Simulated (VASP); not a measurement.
# Si62O (a cell with a defect) in VASP: single point with PBEsol

Aim: the single point of Si62O (a cell with a defect) with PBEsol.

Program: VASP 6.6.1. These are calculated values, not measurements. Logs are shortened: lines on timing, memory, paths and dates and some standing lists are left out, and cuts for length are marked.

### Step 1. The cell of the first run

The cell holds a defect, 63 atoms: a = 10.866 Å, b = 10.866 Å, c = 10.866 Å, α = 90.00°, β = 90.00°, γ = 90.00°.

### Step 2. Single point, PBEsol

Contents of INCAR:

```
  PREC = Accurate
  ENCUT = 520
  EDIFF = 1E-6
  ISMEAR = -1
  SIGMA = 0.05
  LREAL = Auto
  LASPH = T
  NELM = 120
  ALGO = Normal
  ISIF = 2
  LWAVE = F
  LCHARG = F
  GGA = PS
  NBANDS = 164
  ISYM = 0
  GGA_COMPAT = F
```

Contents of KPOINTS:

```
Automatic mesh
0
Gamma
  1 1 1
  0.25 0.25 0.25
```

Contents of POSCAR:

```
Si62O
1.0
   10.8655790000      0.0000000000      0.0000000000
    0.0000000000     10.8655790000      0.0000000000
    0.0000000000      0.0000000000     10.8655790000
Si O
62 1
Direct
    0.9989600000      0.0026400000      0.9976700000
    0.9878300000      0.9918400000      0.5005800000
    0.9932200000      0.5005300000      0.9989000000
    0.9964000000      0.5002500000      0.4998300000
    0.4989300000      0.0035100000      0.0054400000
    0.5004200000      0.9949000000      0.5024100000
    0.4952000000      0.4968600000      0.0067700000
    0.1224200000      0.1246000000      0.1268500000
    0.1170500000      0.1172000000      0.6271300000
    0.1270500000      0.6236700000      0.1213200000
    0.1245500000      0.6245100000      0.6232200000
    0.6205700000      0.1342000000      0.1335800000
    0.6234800000      0.1270800000      0.6232900000
    0.6261300000      0.6283300000      0.1208800000
    0.2481300000      0.2500400000      0.0021500000
    0.2434900000      0.2417200000      0.4972800000
    0.2500600000      0.7492800000      0.9956200000
    0.2631000000      0.7391900000      0.5014300000
    0.7447900000      0.2507000000      0.9958000000
    0.7355700000      0.2699100000      0.5030400000
    0.7532700000      0.7567300000      0.0016100000
    0.7381800000      0.7152800000      0.4863100000
    0.3752600000      0.3682300000      0.1322900000
    0.3603700000      0.3619800000      0.6314500000
    0.3700700000      0.8738100000      0.1256300000
    0.3916500000      0.8577800000      0.6310600000
    0.8686600000      0.3717200000      0.1248800000
    0.8597300000      0.3923300000      0.6303900000
    0.8770900000      0.8804100000      0.1279200000
    0.8581200000      0.8564300000      0.6184500000
    0.2515400000      0.0029500000      0.2527200000
    0.2540000000      0.9911100000      0.7479600000
    0.2480900000      0.4953500000      0.2515700000
    0.2496600000      0.5027000000      0.7511300000
    0.7466900000      0.0007500000      0.2534600000
    0.7481800000      0.9969000000      0.7456300000
    0.7488700000      0.5052400000      0.2489800000
    0.7185300000      0.5313400000      0.7392900000
    0.3810000000      0.1263200000      0.3759100000
    0.3694900000      0.1227800000      0.8757900000
    0.3883100000      0.6037600000      0.3765200000
    0.3806200000      0.6239500000      0.8758100000
    0.8639900000      0.1318100000      0.3799300000
    0.8711800000      0.1248900000      0.8716600000
    0.8870100000      0.6266100000      0.3618800000
    0.8668400000      0.6264900000      0.8715400000
    0.9941000000      0.2479900000      0.2510300000
    0.9927500000      0.2554200000      0.7483100000
    0.0104700000      0.7564000000      0.2453000000
    0.9960800000      0.7486900000      0.7471400000
    0.5101200000      0.2695900000      0.2714200000
    0.5001300000      0.2502600000      0.7515400000
    0.4980300000      0.7456100000      0.2493100000
    0.5283200000      0.7263300000      0.7550100000
    0.1195500000      0.3722100000      0.3764300000
    0.1216700000      0.3734400000      0.8761600000
    0.1316700000      0.8743100000      0.3796100000
    0.1216800000      0.8734900000      0.8727500000
    0.6132800000      0.4360900000      0.4088400000
    0.6212300000      0.3847400000      0.8724800000
    0.6230900000      0.8674600000      0.3767500000
    0.6242300000      0.8780500000      0.8781200000
    0.6678100000      0.5822300000      0.5265700000
```

Potentials or basis: VASP PAW PBE potentials, release 64 (Si, O).

Launch:

```
cat potpaw_PBE.64/Si/POTCAR potpaw_PBE.64/O/POTCAR > POTCAR
mpirun -np 1 vasp_std > vasp.out
```

OUTCAR:

```text
PREC = Accurate
   ENCUT = 520
   EDIFF = 1E-6
   ISMEAR = -1
   LREAL = Auto
   LASPH = T
   NELM = 120
   ISIF = 2
   GGA = PS
   ISYM = 0

 ion  position               nearest neighbor table
   1  0.999  0.003  0.998-  29 2.35   8 2.35  44 2.36  58 2.36
   2  0.988  0.992  0.501-   9 2.39  30 2.41  57 2.41  43 2.42
   3  0.993  0.501  0.999-  56 2.37  27 2.38  46 2.38  10 2.38
   4  0.996  0.500  0.500-  55 2.35  45 2.35  11 2.36  28 2.36
   5  0.499  0.004  0.005-  62 2.37  40 2.38  25 2.38  12 2.39
   6  0.500  0.995  0.502-  61 2.36  26 2.36  13 2.36  39 2.37
[... 15 lines left out ...]
  22  0.738  0.715  0.486-  63 1.69  45 2.32  61 2.39  30 2.47
  23  0.375  0.368  0.132-  33 2.34   7 2.35  15 2.36  51 2.36
  24  0.360  0.362  0.631-  16 2.33  34 2.34  52 2.34
  25  0.370  0.874  0.126-  17 2.35  31 2.35   5 2.38  53 2.38
  26  0.392  0.858  0.631-   6 2.36  18 2.37  32 2.44  54 2.46
  27  0.869  0.372  0.125-  19 2.35  47 2.35  37 2.37   3 2.38
  28  0.860  0.392  0.630-  20 2.35   4 2.36  48 2.44  38 2.46
  29  0.877  0.880  0.128-  21 2.35   1 2.35  49 2.35  35 2.36
  30  0.858  0.856  0.618-  50 2.36  36 2.38   2 2.41  22 2.47
  31  0.252  0.003  0.253-  25 2.35  57 2.36  39 2.36   8 2.36
  32  0.254  0.991  0.748-  58 2.35  40 2.36   9 2.41  26 2.44
  33  0.248  0.495  0.252-  23 2.34  41 2.36  55 2.36  10 2.38
  34  0.250  0.503  0.751-  24 2.34  11 2.35  42 2.37  56 2.40
  35  0.747  0.001  0.253-  43 2.35  29 2.36  12 2.38  61 2.39
  36  0.748  0.997  0.746-  62 2.36  44 2.37  13 2.37  30 2.38
  37  0.749  0.505  0.249-  45 2.34  14 2.35  27 2.37  59 2.40
  38  0.719  0.531  0.739-  46 2.39  60 2.40  63 2.44  28 2.46  54 2.96
  39  0.381  0.126  0.376-  16 2.35  31 2.36   6 2.37  51 2.38
  40  0.369  0.123  0.876-  15 2.35  32 2.36   5 2.38  52 2.40
  41  0.388  0.604  0.377-  33 2.36  53 2.39  18 2.42  59 3.07
  42  0.381  0.624  0.876-   7 2.34  54 2.35  17 2.36  34 2.37
  43  0.864  0.132  0.380-  35 2.35  47 2.36   2 2.42  20 2.45
  44  0.871  0.125  0.872-  48 2.36   1 2.36  19 2.36  36 2.37
[... 12 lines left out ...]
  57  0.132  0.874  0.380-  49 2.35  31 2.36   2 2.41  18 2.44
  58  0.122  0.873  0.873-  32 2.35  17 2.36  50 2.36   1 2.36
  59  0.613  0.436  0.409-  63 2.12  37 2.40  20 2.46  51 2.60  41 3.07
  60  0.621  0.385  0.872-   7 2.34  52 2.37  19 2.39  38 2.40
  61  0.623  0.867  0.377-  53 2.35   6 2.36  35 2.39  22 2.39
  62  0.624  0.878  0.878-  21 2.35  36 2.36  54 2.36   5 2.37
  63  0.668  0.582  0.527-  22 1.69  59 2.12  38 2.44

IMPORTANT INFORMATION: All symmetrisations will be switched off!
NOSYMM: (Re-)initialisation of all symmetry stuff for point group C_1.

----------------------------------------------------------------------------------------

                                     Primitive cell

  volume of cell :    1282.7990

  direct lattice vectors                    reciprocal lattice vectors
    10.865579000  0.000000000  0.000000000     0.092033752  0.000000000  0.000000000
     0.000000000 10.865579000  0.000000000     0.000000000  0.092033752  0.000000000
     0.000000000  0.000000000 10.865579000     0.000000000  0.000000000  0.092033752

  length of vectors
    10.865579000 10.865579000 10.865579000     0.092033752  0.092033752  0.092033752

  position of ions in fractional coordinates (direct lattice)
     0.998960000  0.002640000  0.997670000
     0.987830000  0.991840000  0.500580000
     0.993220000  0.500530000  0.998900000
     0.996400000  0.500250000  0.499830000
     0.498930000  0.003510000  0.005440000
     0.500420000  0.994900000  0.502410000
[... 55 lines left out ...]
     0.624230000  0.878050000  0.878120000
     0.667810000  0.582230000  0.526570000

  ion indices of the primitive-cell ions
   primitive index   ion index
                 1           1
                 2           2
                 3           3
                 4           4
                 5           5
                 6           6
[... 55 lines left out ...]
                62          62
                63          63

----------------------------------------------------------------------------------------

 KPOINTS: Automatic mesh

Automatic generation of k-mesh.
 Grid dimensions read from file:
 generate k-points for:    1    1    1

 Generating k-lattice:

  Cartesian coordinates                     Fractional coordinates (reciprocal lattice)
     0.092033752  0.000000000  0.000000000     1.000000000  0.000000000  0.000000000
     0.000000000  0.092033752  0.000000000     0.000000000  1.000000000  0.000000000
     0.000000000  0.000000000  0.092033752     0.000000000  0.000000000  1.000000000

  Length of vectors
     0.092033752  0.092033752  0.092033752

  Shift w.r.t. Gamma in fractional coordinates (k-lattice)
     0.250000000  0.250000000  0.250000000

 Subroutine IBZKPT returns following result:
 ===========================================

 Found      4 irreducible k-points:

 Following reciprocal coordinates:
            Coordinates               Weight
  0.250000  0.250000  0.250000      2.000000
 -0.250000  0.250000  0.250000      2.000000
 -0.250000 -0.250000  0.250000      2.000000
  0.250000 -0.250000  0.250000      2.000000
   k-points           NKPTS =      4   k-points in BZ     NKDIM =      4   number of bands    NBANDS=    164
   number of dos      NEDOS =    301   number of ions     NIONS =     63
   total plane-waves  NPLWV = 592704
   dimension x,y,z NGX =    84 NGY =   84 NGZ =   84
   dimension x,y,z NGXF=   168 NGYF=  168 NGZF=  168
   ions per type =              62   1
   NGX,Y,Z   is equivalent  to a cutoff of  12.85, 12.85, 12.85 a.u.
   NGXF,Y,Z  is equivalent  to a cutoff of  25.70, 25.70, 25.70 a.u.
 SYSTEM =  unknown system
   PREC   = accura    normal or accurate (medium, high low for compatibility)
   ISTART =      0    job   : 0-new  1-cont  2-samecut
   ICHARG =      2    charge: 1-file 2-atom 10-const
   ISPIN  =      1    spin polarized calculation?
   LNONCOLLINEAR =      F non collinear calculations
   LSORBIT =      F    spin-orbit coupling
   LASPH  =      T    aspherical Exc in radial PAW
   ENCUT  =  520.0 eV  38.22 Ry    6.18 a.u.  20.20 20.20 20.20*2*pi/ulx,y,z
   NELM   =    120;   NELMIN=  2; NELMDL= -5     # of ELM steps
   EDIFF  = 0.1E-05   stopping-criterion for ELM
   LREAL  =      T    real-space projection
   EDIFFG = 0.1E-04   stopping-criterion for IOM
   NSW    =      0    number of steps for IOM
   IBRION =     -1    ionic relax: 0-MD 1-quasi-New 2-CG
   NFREE  =      0    steps in history (QN), initial steepest desc. (CG)
   ISIF   =      2    stress and relaxation
   ISYM   =      0    0-nonsym 1-usesym 2-fastsym
   POTIM  = 0.5000    time-step for ionic-motion
   TEBEG  =    0.0;   TEEND  =   0.0 temperature during run
   PSTRESS=    0.0 pullay stress
   NELECT =     254.0000    total number of electrons
   NUPDOWN=      -1.0000    fix difference up-down
   EMIN   =  10.00;   EMAX   =-10.00  energy-range for DOS
   EFERMI =   0.00;   METHOD = LEGACY
   ISMEAR =    -1;   SIGMA  =   0.05  broadening in eV -4-tet -1-fermi 0-gaus
   EFERMI_NEDOS =   21; number of points for ismear=-14 and -15
   IALGO  =     38    algorithm
   IMIX   =      4    mixing-type and parameters
     AMIX     =   0.40;   BMIX     =  1.00
     AMIX_MAG =   1.60;   BMIX_MAG =  1.00
  volume/ion in A,a.u.               =      20.36       137.41
  Fermi-wavevector in a.u.,A,eV,Ry     =   0.954186  1.803151 12.387718  0.910472
  Thomas-Fermi vector in A             =   2.082910
   LORBIT       =      0    0 simple, 1 ext, 2 COOP (PROOUT), +10 PAW based schemes
   GGA     = PS    functional components
   LHFCALC =     F    Hartree Fock is set to
   AEXX    =    0.0000 exact exchange contribution
   IVDW    =     0    specifies the selected vdW correction
   LEPSILON=     F    determine dielectric tensor
   LRPA    =     F    only Hartree local field effects (RPA)
 non-spin polarized calculation
  energy-cutoff  :      520.00
  volume of cell :     1282.80
 maximum number of plane-waves:     34484
 NGX is ok and might be reduce to    84
   NGX = 41   NGY = 41   NGZ = 41

 number of electron     253.9999998 magnetization

 Free energy of the ion-electron system (eV)
  ---------------------------------------------------
  ext. energy  EPLUGINS =         0.00000000
  ---------------------------------------------------
  free energy    TOTEN  =      -358.51827959 eV

  energy without entropy =     -358.45939816  energy(sigma->0) =     -358.48883888

 E-fermi :   5.3985     XC(G=0):  -9.4784

 val. band max:        5.3158084725   @ k =  -0.2500   0.2500   0.2500
 cond. band min:       5.4832999929   @ k =  -0.2500   0.2500   0.2500
 fundamental gap:      0.1674915205
 Fermi energy:         5.3985272473

 k-point     1 :       0.2500    0.2500    0.2500
  band No.  band energies     occupation
      1     -13.6074      2.00000
      2      -6.1095      2.00000
      3      -5.6345      2.00000
      4      -5.5922      2.00000
      5      -5.5026      2.00000
      6      -5.1238      2.00000
[... 131 lines left out ...]
    138       7.2522      0.00000
    139       7.2899      0.00000

 k-point     2 :      -0.2500    0.2500    0.2500
  band No.  band energies     occupation
      1     -13.6074      2.00000
      2      -6.1104      2.00000
      3      -5.6287      2.00000
      4      -5.5903      2.00000
      5      -5.5076      2.00000
      6      -5.1231      2.00000
[... 131 lines left out ...]
    138       7.2757      0.00000
    139       7.3660      0.00000

 k-point     3 :      -0.2500   -0.2500    0.2500
  band No.  band energies     occupation
      1     -13.6074      2.00000
      2      -6.1131      2.00000
      3      -5.6089      2.00000
      4      -5.5818      2.00000
      5      -5.5288      2.00000
      6      -5.1056      2.00000
[... 131 lines left out ...]
    138       7.2097      0.00000
    139       7.2999      0.00000

 k-point     4 :       0.2500   -0.2500    0.2500
  band No.  band energies     occupation
      1     -13.6074      2.00000
      2      -6.1116      2.00000
      3      -5.6300      2.00000
      4      -5.5847      2.00000
      5      -5.5046      2.00000
      6      -5.1242      2.00000
[... 131 lines left out ...]
    138       7.2986      0.00000
    139       7.3616      0.00000
 [bands above 139 left out]

------------------------ aborting loop because EDIFF is reached ----------------------------------------

  FORCE on cell =-STRESS in cart. coord.  units (eV):
  Direction    XX          YY          ZZ          XY          YZ          ZX
  --------------------------------------------------------------------------------------
  -------------------------------------------------------------------------------------
  Total      -18.6083645    -26.3161983    -10.8368560      8.0701142      1.2106832     -1.5526265
  in kB      -23.2412865    -32.8681388    -13.5349066     10.0793294      1.5121068     -1.9391837
  external PRESSURE =     -23.2147773 kB  Pullay stress =       0.0000000 kB

 VOLUME and BASIS-vectors are now :
 -----------------------------------------------------------------------------
  energy-cutoff  :      520.00
  volume of cell :     1282.80
      direct lattice vectors                 reciprocal lattice vectors
    10.865579000  0.000000000  0.000000000     0.092033752  0.000000000  0.000000000
     0.000000000 10.865579000  0.000000000     0.000000000  0.092033752  0.000000000
     0.000000000  0.000000000 10.865579000     0.000000000  0.000000000  0.092033752

 POSITION                                       TOTAL-FORCE (eV/Angst)
 -----------------------------------------------------------------------------------
     10.85428      0.02869     10.84026         0.006234     -0.019350     -0.003625
     10.73334     10.77692      5.43909        -0.019649      0.012335     -0.035619
     10.79191      5.43855     10.85363        -0.020346     -0.071820      0.025929
     10.82646      5.43551      5.43094        -0.006166      0.001870      0.011250
      5.42116      0.03814      0.05911        -0.130110     -0.018480      0.025601
      5.43735     10.81016      5.45898         0.000535      0.023911     -0.003233
[... 55 lines left out ...]
      6.78262      9.54052      9.54128         0.021562     -0.019369      0.013041
      7.25614      6.32627      5.72149        -0.209648     -0.269782      0.127810
 -----------------------------------------------------------------------------------
    total drift:                               -0.018318      0.004804     -0.002813

  FREE ENERGIE OF THE ION-ELECTRON SYSTEM (eV)
  ---------------------------------------------------
  free  energy   TOTEN  =      -358.5182795864 eV

  energy  without entropy=     -358.4593981639  energy(sigma->0) =     -358.48883888
```

It took 21 min on 1 thread of AMD EPYC 9R45 (Zen 5), shared host; peak memory 1.3 GiB.

Results:

| Quantity | Value |
| --- | --- |
| Free energy | -358.5183 eV |
| Pressure | -2.3 GPa |
| Largest force | 0.365 eV/Å |
| Band gap on the k mesh | 0.17 eV |

Forces in eV/Å, atoms in the order of the input:
```
Si   0.006 -0.019 -0.004
Si  -0.020  0.012 -0.036
Si  -0.020 -0.072  0.026
Si  -0.006  0.002  0.011
Si  -0.130 -0.018  0.026
Si   0.001  0.024 -0.003
Si   0.049  0.044  0.010
Si   0.029  0.015 -0.005
Si   0.000  0.016  0.052
Si  -0.029  0.018 -0.003
Si   0.010  0.012  0.019
Si  -0.014  0.002  0.023
Si   0.010 -0.001  0.017
Si  -0.035 -0.016  0.030
Si  -0.005 -0.079 -0.007
Si  -0.013 -0.001  0.043
Si   0.026 -0.032 -0.016
Si  -0.036  0.002 -0.074
Si   0.009  0.036  0.000
Si   0.010 -0.052 -0.078
Si   0.014 -0.001  0.020
Si   0.158  0.219  0.018
Si  -0.007  0.003 -0.025
Si   0.031  0.057  0.010
Si   0.135 -0.006  0.022
Si  -0.022  0.008  0.042
Si   0.002  0.076 -0.006
Si   0.090 -0.031  0.092
Si   0.019 -0.004  0.012
Si  -0.017 -0.024  0.101
Si  -0.016 -0.024 -0.047
Si   0.008 -0.024 -0.083
Si  -0.002  0.002  0.009
Si  -0.037 -0.053  0.005
Si  -0.035  0.019  0.017
Si  -0.009  0.004 -0.017
Si  -0.004 -0.087  0.028
Si  -0.001  0.082 -0.039
Si   0.040 -0.004 -0.010
Si   0.128  0.043 -0.018
Si   0.126 -0.076  0.035
Si  -0.059 -0.010 -0.042
Si  -0.011  0.020  0.065
Si   0.034 -0.008 -0.020
Si   0.066  0.063 -0.049
Si  -0.016  0.071 -0.008
Si  -0.017  0.003  0.003
Si  -0.025  0.015 -0.096
Si   0.011 -0.056  0.007
Si   0.003 -0.013  0.005
Si  -0.083 -0.022 -0.031
Si  -0.075 -0.037  0.006
Si  -0.114 -0.018  0.005
Si   0.069  0.016 -0.018
Si   0.007  0.003 -0.048
Si   0.038  0.108 -0.016
Si   0.071 -0.016  0.069
Si  -0.002  0.024  0.011
Si  -0.115  0.140 -0.090
Si  -0.060 -0.055 -0.078
Si   0.024 -0.011 -0.014
Si   0.022 -0.019  0.013
O   -0.210 -0.270  0.128
```

Levels at points of the mesh, in eV from the valence-band top:
```tsv
k point	band 124	band 125	band 126	band 127	band 128	band 129	band 130	band 131
(0.25, 0.25, 0.25)	-0.44	-0.42	-0.27	-0.11	0.61	0.88	0.99	1.06
```

Caveat: semilocal functionals underestimate gaps, and a narrow one can read as zero; the PAW data sets were made with another functional, which shifts forces and pressure a little.
